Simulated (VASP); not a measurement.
Wanted: the native input for a VASP 6.6.1 run.

```yaml
Task: single point
Functional: LDA
Potentials_or_basis: VASP PAW LDA potentials, release 64 (C_h)
Cutoff: 910 eV
k_mesh: 13 × 13 × 13
Occupations: fermi-dirac, width 0.05 eV
Spin: no spin polarisation
Dipole_correction: no
Second_run: hard_potentials
Further_INCAR_settings: ALGO = Normal; EDIFF = 1e-06; NBANDS = 11
```

The structure of C lies in POSCAR:

```
C
1.0
    0.0000000000      1.7951807415      1.7951807415
    1.7951807415      0.0000000000      1.7951807415
    1.7951807415      1.7951807415      0.0000000000
C
2
Direct
    0.7500000000      0.7500000000      0.7500000000
    0.5000000000      0.5000000000      0.5000000000
```

One way to write it, as run:

INCAR

```
PREC = Accurate
ENCUT = 910
EDIFF = 1E-6
ISMEAR = -1
SIGMA = 0.05
LREAL = False
LASPH = True
NELM = 120
ALGO = Normal
ISIF = 2
LWAVE = False
LCHARG = False
NBANDS = 11
GGA_COMPAT = False
```

KPOINTS

```
Automatic mesh
0
Gamma
  13 13 13
```

Potentials or basis: VASP PAW LDA potentials, release 64 (C_h).

Run with:

```console
$ cat potpaw_LDA.64/C_h/POTCAR > POTCAR
$ mpirun -np 1 vasp_std > vasp.out
```

It gave:

* Pressure: -20.5 GPa
* Band gap on the k mesh: 4.06 eV, indirect (least direct gap 5.49 eV)

Caveat: the cutoff is under 1.25 times the usual one of these potentials, so pressure, stress and relaxed cells hold a basis-set (Pulay) error.

It took 22 s on 1 thread of AMD EPYC 7R43 64-Core Processor (Zen 3), with other jobs on the host, peak memory 0.1 GiB.
